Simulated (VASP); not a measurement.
A run of VASP 6.6.1:

The input INCAR:

```
PREC     = Accurate       # precision mode
ENCUT    = 520            # plane-wave cutoff, eV
EDIFF    = 1E-6           # SCF threshold, eV
ISMEAR   = -1             # smearing method
SIGMA    = 0.08           # smearing width, eV
LREAL    = F              # projectors in reciprocal space
LASPH    = T              # aspherical terms in the spheres
NELM     = 150            # most SCF steps
ALGO     = Normal         # electronic algorithm
ISIF     = 2              # what is computed and relaxed
LWAVE    = F              # write WAVECAR
LCHARG   = F              # write CHGCAR
ISPIN    = 2              # spin polarisation
MAGMOM   = 7              # initial moments
LORBIT   = 11             # projections on sites
LMAXMIX  = 6              # l up to which the mixer works
GGA      = PE             # functional
NBANDS   = 18             # bands
```

The input KPOINTS:

```
regular mesh
0
Gamma
  9 9 9
```

POSCAR

```
Eu
1.0
    0.0000000000      3.0046852397      3.0046852397
    3.0046852397      0.0000000000      3.0046852397
    3.0046852397      3.0046852397      0.0000000000
Eu
1
Direct
    0.0000000000      0.0000000000      0.0000000000
```

Potentials or basis: VASP PAW PBE potentials, release 64 (Eu).

Launch:

```sh
$ cat potpaw_PBE.64/Eu/POTCAR > POTCAR
$ mpirun -np 1 vasp_std > vasp.out
```

Hardware: 1 thread of Intel(R) Xeon(R) 6975P-C (Granite Rapids), with other jobs on the host.

**Question.** Estimate the wall time of this run.

**Answer.** It took 34 s on 1 thread of Intel(R) Xeon(R) 6975P-C (Granite Rapids), on a shared host, peak memory 0.24 GiB. Counts: scf iterations 18, k points 35.
